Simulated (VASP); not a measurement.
# Pb (Fm-3m) in VASP: notebook

The runs below take Pb through single point, with LDA.

All numbers are computed with VASP 6.6.1; they aren't measurements. Logs are shortened: lines on timing, memory, paths and dates and some standing lists are left out, and cuts for length are marked.

## 1. The cell of the first run

It takes space group Fm-3m (No. 225, cubic). The conventional cell has a = 4.875 Å, b = 4.875 Å, c = 4.875 Å, α = 90.00°, β = 90.00°, γ = 90.00°. Within 4.5 Å of Pb (site symmetry m-3m) lie 12 Pb at 3.45 Å.

## 2. Single point, LDA

Input file INCAR:

```
SYSTEM = Pb
PREC = Accurate
ENCUT = 520
EDIFF = 1E-6
ISMEAR = 1
SIGMA = 1.0
LREAL = .FALSE.
LASPH = .TRUE.
NELM = 60
ALGO = Normal
ISIF = 2
LWAVE = .FALSE.
LCHARG = .FALSE.
NBANDS = 13
```

Input file KPOINTS:

```
regular mesh
0
G
  11 11 11
  0 0 0
```

Input file POSCAR:

```
Pb
1.0
    0.0000000000      2.4375492138      2.4375492138
    2.4375492138      0.0000000000      2.4375492138
    2.4375492138      2.4375492138      0.0000000000
Pb
1
Direct
    0.0000000000      0.0000000000      0.0000000000
```

Potentials or basis: VASP PAW LDA potentials, release 64 (Pb_d).

Launch:

```bash
$ cat potpaw_LDA.64/Pb_d/POTCAR > POTCAR
$ mpirun -np 1 vasp_std > vasp.out
```

OUTCAR:

```text
SYSTEM = Pb
   PREC = Accurate
   ENCUT = 520
   EDIFF = 1E-6
   ISMEAR = 1
   LREAL = .FALSE.
   LASPH = .TRUE.
   NELM = 60
   ISIF = 2

 ion  position               nearest neighbor table
   1  0.000  0.000  0.000-

  LATTYP: Found a face centered cubic cell.
 ALAT       =     4.8750984276

  Lattice vectors:

 A1 = (   0.0000000000,   2.4375492138,   2.4375492138)
 A2 = (   2.4375492138,   0.0000000000,   2.4375492138)
 A3 = (   2.4375492138,   2.4375492138,   0.0000000000)

Analysis of symmetry for initial positions (statically):
=====================================================================
 Subroutine PRICEL returns:
 Original cell was already a primitive cell.

 Routine SETGRP: Setting up the symmetry group for a
 face centered cubic supercell.

 Subroutine GETGRP returns: Found 48 space group operations
 (whereof 48 operations were pure point group operations)
 out of a pool of 48 trial point group operations.

The static configuration has the point symmetry O_h .

Analysis of symmetry for dynamics (positions and initial velocities):
=====================================================================
 Subroutine PRICEL returns:
 Original cell was already a primitive cell.

 Routine SETGRP: Setting up the symmetry group for a
 face centered cubic supercell.

 Subroutine GETGRP returns: Found 48 space group operations
 (whereof 48 operations were pure point group operations)
 out of a pool of 48 trial point group operations.

The dynamic configuration has the point symmetry O_h .

 Subroutine INISYM returns: Found 48 space group operations
 (whereof 48 operations are pure point group operations),
 and found     1 'primitive' translations

----------------------------------------------------------------------------------------

                                     Primitive cell

  volume of cell :      28.9661

  direct lattice vectors                    reciprocal lattice vectors
     0.000000000  2.437549214  2.437549214    -0.205124064  0.205124064  0.205124064
     2.437549214  0.000000000  2.437549214     0.205124064 -0.205124064  0.205124064
     2.437549214  2.437549214  0.000000000     0.205124064  0.205124064 -0.205124064

  length of vectors
     3.447215157  3.447215157  3.447215157     0.355285300  0.355285300  0.355285300

  position of ions in fractional coordinates (direct lattice)
     0.000000000  0.000000000  0.000000000

  ion indices of the primitive-cell ions
   primitive index   ion index
                 1           1

----------------------------------------------------------------------------------------

 KPOINTS: regular mesh

Automatic generation of k-mesh.
 Grid dimensions read from file:
 generate k-points for:   11   11   11

 Generating k-lattice:

  Cartesian coordinates                     Fractional coordinates (reciprocal lattice)
    -0.018647642  0.018647642  0.018647642     0.090909091  0.000000000  0.000000000
     0.018647642 -0.018647642  0.018647642     0.000000000  0.090909091  0.000000000
     0.018647642  0.018647642 -0.018647642     0.000000000  0.000000000  0.090909091

  Length of vectors
     0.032298664  0.032298664  0.032298664

  Shift w.r.t. Gamma in fractional coordinates (k-lattice)
     0.000000000  0.000000000  0.000000000

 Subroutine IBZKPT returns following result:
 ===========================================

 Found     56 irreducible k-points:

 Following reciprocal coordinates:
            Coordinates               Weight
  0.000000  0.000000  0.000000      1.000000
  0.090909  0.000000  0.000000      8.000000
  0.181818  0.000000  0.000000      8.000000
  0.272727  0.000000  0.000000      8.000000
  0.363636  0.000000  0.000000      8.000000
  0.454545  0.000000  0.000000      8.000000
[... 16 lines left out ...]
 -0.272727  0.181818  0.000000     24.000000
 -0.181818  0.181818  0.000000     12.000000
 [... further k-points ...]
   k-points           NKPTS =     56   k-points in BZ     NKDIM =     56   number of bands    NBANDS=     13
   number of dos      NEDOS =    301   number of ions     NIONS =      1
   total plane-waves  NPLWV =  21952
   dimension x,y,z NGX =    28 NGY =   28 NGZ =   28
   dimension x,y,z NGXF=    56 NGYF=   56 NGZF=   56
   ions per type =               1
   NGX,Y,Z   is equivalent  to a cutoff of  13.50, 13.50, 13.50 a.u.
   NGXF,Y,Z  is equivalent  to a cutoff of  27.01, 27.01, 27.01 a.u.
 SYSTEM =  Pb
   PREC   = accura    normal or accurate (medium, high low for compatibility)
   ISTART =      0    job   : 0-new  1-cont  2-samecut
   ICHARG =      2    charge: 1-file 2-atom 10-const
   ISPIN  =      1    spin polarized calculation?
   LNONCOLLINEAR =      F non collinear calculations
   LSORBIT =      F    spin-orbit coupling
   LASPH  =      T    aspherical Exc in radial PAW
   ENCUT  =  520.0 eV  38.22 Ry    6.18 a.u.   6.41  6.41  6.41*2*pi/ulx,y,z
   NELM   =     60;   NELMIN=  2; NELMDL= -5     # of ELM steps
   EDIFF  = 0.1E-05   stopping-criterion for ELM
   LREAL  =      F    real-space projection
   EDIFFG = 0.1E-04   stopping-criterion for IOM
   NSW    =      0    number of steps for IOM
   IBRION =     -1    ionic relax: 0-MD 1-quasi-New 2-CG
   NFREE  =      0    steps in history (QN), initial steepest desc. (CG)
   ISIF   =      2    stress and relaxation
   ISYM   =      2    0-nonsym 1-usesym 2-fastsym
   POTIM  = 0.5000    time-step for ionic-motion
   TEBEG  =    0.0;   TEEND  =   0.0 temperature during run
   PSTRESS=    0.0 pullay stress
   NELECT =      14.0000    total number of electrons
   NUPDOWN=      -1.0000    fix difference up-down
   EMIN   =  10.00;   EMAX   =-10.00  energy-range for DOS
   EFERMI =   0.00;   METHOD = LEGACY
   ISMEAR =     1;   SIGMA  =   1.00  broadening in eV -4-tet -1-fermi 0-gaus
   EFERMI_NEDOS =   21; number of points for ismear=-14 and -15
   IALGO  =     38    algorithm
   IMIX   =      4    mixing-type and parameters
     AMIX     =   0.40;   BMIX     =  1.00
     AMIX_MAG =   1.60;   BMIX_MAG =  1.00
  volume/ion in A,a.u.               =      28.97       195.47
  Fermi-wavevector in a.u.,A,eV,Ry     =   1.284756  2.427838 22.457762  1.650599
  Thomas-Fermi vector in A             =   2.416931
   LORBIT       =      0    0 simple, 1 ext, 2 COOP (PROOUT), +10 PAW based schemes
   GGA     = CA    functional components
   LHFCALC =     F    Hartree Fock is set to
   AEXX    =    0.0000 exact exchange contribution
   IVDW    =     0    specifies the selected vdW correction
   LEPSILON=     F    determine dielectric tensor
   LRPA    =     F    only Hartree local field effects (RPA)
 non-spin polarized calculation
 Methfessel and Paxton  Order N= 1 SIGMA  =   1.00
  energy-cutoff  :      520.00
  volume of cell :       28.97
 maximum number of plane-waves:       793
 NGX is ok and might be reduce to    28
   NGX = 13   NGY = 13   NGZ = 13

 number of electron      13.9999999 magnetization

 Free energy of the ion-electron system (eV)
  ---------------------------------------------------
  ext. energy  EPLUGINS =         0.00000000
  ---------------------------------------------------
  free energy    TOTEN  =        -4.25152114 eV

  energy without entropy =       -4.25823464  energy(sigma->0) =       -4.25375897

 E-fermi :   7.5806     XC(G=0): -10.6756

 val. band max:        7.3503181665   @ k =  -0.4545   0.3636   0.0000
 cond. band min:       7.6735552520   @ k =   0.2727   0.0000   0.0000
 fundamental gap:      0.3232370854
 Fermi energy:         7.5805930487

 k-point     1 :       0.0000    0.0000    0.0000
  band No.  band energies     occupation
      1      -9.5114      2.00000
      2      -9.5114      2.00000
      3      -9.5114      2.00000
      4      -9.3475      2.00000
      5      -9.3475      2.00000
      6      -4.5502      2.00000
      7      15.2497     -0.00000
      8      15.2497     -0.00000
      9      15.2497     -0.00000
     10      17.3856     -0.00000
     11      19.5916     -0.00000
     12      20.3946     -0.00000
     13      20.3946     -0.00000

 k-point     2 :       0.0909    0.0000    0.0000
  band No.  band energies     occupation
      1      -9.5123      2.00000
      2      -9.4981      2.00000
      3      -9.4981      2.00000
      4      -9.3483      2.00000
      5      -9.3483      2.00000
      6      -4.3834      2.00000
      7      13.4538     -0.00000
      8      15.0477     -0.00000
      9      15.0477     -0.00000
     10      17.1312     -0.00000
     11      20.2112     -0.00000
     12      20.7528     -0.00000
     13      20.7528     -0.00000

 k-point     3 :       0.1818    0.0000    0.0000
  band No.  band energies     occupation
      1      -9.5168      2.00000
      2      -9.4743      2.00000
      3      -9.4743      2.00000
      4      -9.3378      2.00000
      5      -9.3378      2.00000
      6      -3.8816      2.00000
      7      10.5142     -0.00027
      8      14.5717     -0.00000
      9      14.5717     -0.00000
     10      16.8843     -0.00000
     11      20.2011     -0.00000
     12      20.8794     -0.00000
     13      20.8794     -0.00000
[... 305 lines left out ...]
 k-point    23 :      -0.2727    0.1818    0.0000
  band No.  band energies     occupation
      1      -9.5005      2.00000
      2      -9.4835      2.00000
      3      -9.4077      2.00000
      4      -9.3192      2.00000
      5      -9.2549      2.00000
      6      -1.7910      2.00000
      7       6.4255      2.06927
      8       9.3210     -0.03364
      9      13.6548     -0.00000
     10      16.4227     -0.00000
     11      19.5880     -0.00000
     12      20.4548     -0.00000
     13      22.1540     -0.00000

 k-point    24 :      -0.1818    0.1818    0.0000
  band No.  band energies     occupation
      1      -9.5067      2.00000
      2      -9.4735      2.00000
      3      -9.4008      2.00000
      4      -9.3826      2.00000
      5      -9.2687      2.00000
      6      -2.7810      2.00000
      7       8.4408     -0.00778
      8      10.1091     -0.00204
      9      14.6425     -0.00000
     10      17.4438     -0.00000
     11      18.9067     -0.00000
     12      20.1849     -0.00000
     13      21.0353     -0.00000

 [... further k-points ...]

------------------------ aborting loop because EDIFF is reached ----------------------------------------

  FORCE on cell =-STRESS in cart. coord.  units (eV):
  Direction    XX          YY          ZZ          XY          YZ          ZX
  --------------------------------------------------------------------------------------
  -------------------------------------------------------------------------------------
  Total        0.0284816      0.0284816      0.0284816     -0.0000000      0.0000000      0.0000000
  in kB        1.5753770      1.5753770      1.5753770     -0.0000000      0.0000000      0.0000000
  external PRESSURE =       1.5753770 kB  Pullay stress =       0.0000000 kB

 VOLUME and BASIS-vectors are now :
 -----------------------------------------------------------------------------
  energy-cutoff  :      520.00
  volume of cell :       28.97
      direct lattice vectors                 reciprocal lattice vectors
     0.000000000  2.437549214  2.437549214    -0.205124064  0.205124064  0.205124064
     2.437549214  0.000000000  2.437549214     0.205124064 -0.205124064  0.205124064
     2.437549214  2.437549214  0.000000000     0.205124064  0.205124064 -0.205124064

 POSITION                                       TOTAL-FORCE (eV/Angst)
 -----------------------------------------------------------------------------------
      0.00000      0.00000      0.00000        -0.000000      0.000000      0.000000
 -----------------------------------------------------------------------------------
    total drift:                               -0.000000     -0.000000     -0.000000

  FREE ENERGIE OF THE ION-ELECTRON SYSTEM (eV)
  ---------------------------------------------------
  free  energy   TOTEN  =        -4.2515211368 eV

  energy  without entropy=       -4.2582346387  energy(sigma->0) =       -4.25375897
```

Run time: 13 s. Hardware: 1 thread of Intel Xeon 6975P-C, shared host; peak memory 0.15 GiB.

Results:

- Free energy: -4.2515 eV
- Pressure: 0.2 GPa
- Band gap on the k mesh: zero (band 7 reaches 15.25 eV, above the bottom of band 8 at 6.00 eV)

Caveat: spin-orbit coupling is left out, which moves the levels of the heavy elements.

## 3. Single point, LDA

Input file INCAR:

```
SYSTEM = Pb
ALGO = Normal
EDIFF = 1E-6
ENCUT = 520
GGA = CA
ISIF = 2
ISMEAR = -1
LASPH = .True.
LCHARG = .False.
LREAL = .False.
LWAVE = .False.
NBANDS = 13
NELM = 100
PREC = Accurate
SIGMA = 0.1
```

Input file KPOINTS:

```
k-points
0
Gamma
  12 12 12
  0 0 0
```

POSCAR is that of step 2.

Potentials or basis: VASP PAW LDA potentials, release 64 (Pb_d).

Launch:

```bash
$ cat potpaw_LDA.64/Pb_d/POTCAR > POTCAR
$ mpirun -np 1 vasp_std > vasp.out
```

OUTCAR:

```text
SYSTEM = Pb
   EDIFF = 1E-6
   ENCUT = 520
   GGA = CA
   ISIF = 2
   ISMEAR = -1
   LASPH = .True.
   LREAL = .False.
   NELM = 100
   PREC = Accurate

 ion  position               nearest neighbor table
   1  0.000  0.000  0.000-

  LATTYP: Found a face centered cubic cell.
 ALAT       =     4.8750984276

  Lattice vectors:

 A1 = (   0.0000000000,   2.4375492138,   2.4375492138)
 A2 = (   2.4375492138,   0.0000000000,   2.4375492138)
 A3 = (   2.4375492138,   2.4375492138,   0.0000000000)

Analysis of symmetry for initial positions (statically):
=====================================================================
 Subroutine PRICEL returns:
 Original cell was already a primitive cell.

 Routine SETGRP: Setting up the symmetry group for a
 face centered cubic supercell.

 Subroutine GETGRP returns: Found 48 space group operations
 (whereof 48 operations were pure point group operations)
 out of a pool of 48 trial point group operations.

The static configuration has the point symmetry O_h .

Analysis of symmetry for dynamics (positions and initial velocities):
[... 166 lines left out ...]
      1      -9.5074      2.00000
      2      -9.5074      2.00000
      3      -9.5074      2.00000
      4      -9.3434      2.00000
      5      -9.3434      2.00000
      6      -4.5489      2.00000
      7      15.2511      0.00000
      8      15.2511      0.00000
      9      15.2511      0.00000
     10      17.3861      0.00000
     11      19.5926      0.00000
     12      20.3954      0.00000
     13      20.3954      0.00000
[... 354 lines left out ...]
  band No.  band energies     occupation
      1      -9.5338      2.00000
      2      -9.4694      2.00000
      3      -9.4252      2.00000
      4      -9.2517      2.00000
      5      -9.2092      2.00000
      6      -0.3655      2.00000
      7       3.8017      2.00000
      8       9.8558      0.00000
      9      12.4433      0.00000
     10      15.5550      0.00000
     11      19.8570      0.00000
     12      20.5736      0.00000
     13      23.0144      0.00000

 [... further k-points ...]

------------------------ aborting loop because EDIFF is reached ----------------------------------------

  FORCE on cell =-STRESS in cart. coord.  units (eV):
  Direction    XX          YY          ZZ          XY          YZ          ZX
  --------------------------------------------------------------------------------------
  -------------------------------------------------------------------------------------
  Total        0.0748234      0.0748234      0.0748234      0.0000000      0.0000000      0.0000000
  in kB        4.1386434      4.1386434      4.1386434      0.0000000      0.0000000      0.0000000
  external PRESSURE =       4.1386434 kB  Pullay stress =       0.0000000 kB

 VOLUME and BASIS-vectors are now :
 -----------------------------------------------------------------------------
  energy-cutoff  :      520.00
  volume of cell :       28.97
      direct lattice vectors                 reciprocal lattice vectors
     0.000000000  2.437549214  2.437549214    -0.205124064  0.205124064  0.205124064
     2.437549214  0.000000000  2.437549214     0.205124064 -0.205124064  0.205124064
     2.437549214  2.437549214  0.000000000     0.205124064  0.205124064 -0.205124064

 POSITION                                       TOTAL-FORCE (eV/Angst)
 -----------------------------------------------------------------------------------
      0.00000      0.00000      0.00000         0.000000      0.000000      0.000000
 -----------------------------------------------------------------------------------
    total drift:                               -0.000000     -0.000000     -0.000000

  FREE ENERGIE OF THE ION-ELECTRON SYSTEM (eV)
  ---------------------------------------------------
  free  energy   TOTEN  =        -4.2522789046 eV

  energy  without entropy=       -4.2272172572  energy(sigma->0) =       -4.23974808
```

OSZICAR:

```text
N       E                     dE             d eps       ncg     rms          rms(c)
DAV:   1     0.107869387567E+03    0.10787E+03   -0.70691E+03  1882   0.126E+03
DAV:   2     0.967574488772E+00   -0.10690E+03   -0.10315E+03  1962   0.316E+02
DAV:   3    -0.414784186723E+01   -0.51154E+01   -0.50920E+01  2305   0.745E+01
DAV:   4    -0.426364468798E+01   -0.11580E+00   -0.11577E+00  2305   0.117E+01
DAV:   5    -0.426878991782E+01   -0.51452E-02   -0.51449E-02  2681   0.236E+00    0.592E-01
DAV:   6    -0.425604322637E+01    0.12747E-01   -0.15386E-02  2358   0.225E+00    0.279E-01
DAV:   7    -0.425256549369E+01    0.34777E-02   -0.60621E-03  2462   0.129E+00    0.818E-02
DAV:   8    -0.425227990307E+01    0.28559E-03   -0.35221E-04  2746   0.320E-01    0.822E-03
DAV:   9    -0.425227890461E+01    0.99846E-06   -0.66101E-06  2565   0.446E-02
   1 F= -.42522789E+01 E0= -.42397481E+01  d E =-.250616E-01
```

stdout:

```text
POSCAR found type information on POSCAR Pb
 POSCAR found :  1 types and       1 ions
 scaLAPACK will be used
 LDA part: xc-table for (Slater(with rela. corr.)+CA(PZ))
 , standard interpolation
 POSCAR, INCAR and KPOINTS ok, starting setup
 FFT: planning ... GRIDC
 FFT: planning ... GRID_SOFT
 FFT: planning ... GRID
 WAVECAR not read
 entering main loop
```

It took 12 s on 1 thread of Intel Xeon 6975P-C, shared host; peak memory 0.15 GiB.

What came out:

```
Free energy            : -4.2523 eV
Pressure               : 0.4 GPa
Band gap on the k mesh : zero (band 7 reaches 15.25 eV, above the bottom of band 8 at 5.89 eV)
```

Levels at points of the mesh, in eV from the Fermi level:
| k point | band 5 | band 6 | band 7 | band 8 | band 9 | band 10 |
| --- | --- | --- | --- | --- | --- | --- |
| (0.00, 0.00, 0.00) | -16.91 | -12.12 | 7.68 | 7.68 | 7.68 | 9.82 |
| (0.50, 0.00, 0.00) | -16.76 | -8.23 | -4.47 | 5.74 | 5.74 | 9.30 |
| (0.50, 0.50, 0.00) | -16.72 | -6.71 | -3.49 | 2.03 | 2.03 | 5.57 |

Caveat: spin-orbit coupling is left out, which moves the levels of the heavy elements.

## 4. Single point, LDA

Input file INCAR:

```
SYSTEM = Pb
  PREC = Accurate
  ENCUT = 520
  EDIFF = 1E-7
  ISMEAR = -1
  SIGMA = 0.2
  LREAL = .False.
  LASPH = .True.
  NELM = 60
  ALGO = Normal
  ISIF = 2
  LWAVE = .False.
  LCHARG = .False.
  GGA = CA
  NBANDS = 13
```

Input file KPOINTS:

```
regular mesh
0
Gamma
  11 11 11
  0 0 0
```

POSCAR is that of step 3.

Launch:

```bash
$ cat potpaw_LDA.64/Pb_d/POTCAR > POTCAR
$ mpirun -np 1 vasp_std > vasp.out
```

It took 19 s on 1 thread of Intel Xeon Platinum 8375C at 2.90GHz (Ice Lake), shared host; peak memory 0.15 GiB.

It converged, with:

| Item | Value |
| --- | --- |
| Free energy | -4.2868 eV |
| Pressure | 0.3 GPa |
| Band gap on the k mesh | zero (band 7 reaches 15.25 eV, above the bottom of band 8 at 6.00 eV) |

Levels at points of the mesh, in eV from the Fermi level:
| k point | band 3 | band 4 | band 5 | band 6 | band 7 | band 8 | band 9 | band 10 | band 11 | band 12 |
| --- | --- | --- | --- | --- | --- | --- | --- | --- | --- | --- |
| (0.00, 0.00, 0.00) | -17.09 | -16.92 | -16.92 | -12.13 | 7.67 | 7.67 | 7.67 | 9.81 | 12.02 | 12.82 |

Caveat: spin-orbit coupling is left out, which moves the levels of the heavy elements.

(Continued in part 2 of 2.)
